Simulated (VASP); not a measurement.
CsBr:

```
CELL_PARAMETERS angstrom
4.31960 0.00000 0.00000
0.00000 4.31960 0.00000
0.00000 0.00000 4.31960
ATOMIC_POSITIONS crystal
Cs 0.00000 0.00000 0.00000
Br 0.50000 0.50000 0.50000
```

Base run:

| Item | Value |
| --- | --- |
| Program | VASP 6.6.1 |
| Functional | HSE06 |
| Potentials or basis | VASP PAW PBE potentials, release 64 (Cs_sv, Br) |
| Cutoff | 400 eV |
| k mesh | 4 × 4 × 4 |
| Occupations | gaussian, width 0.01 eV |
| Spin | no spin polarisation |

Its results: band gap on the k mesh 5.60 eV (least direct gap 5.60 eV); pressure 0.4 GPa.

**Question.** The run is repeated on the same cell with these changes: functional from HSE06 to PBE0. What comes out?

**Answer.** Band gap on the k mesh 6.31 eV (least direct gap 6.32 eV); pressure 0.2 GPa.

Caveats: the PAW data sets were made with another functional, which shifts forces and pressure a little; spin-orbit coupling is left out, which moves the levels of the heavy elements.

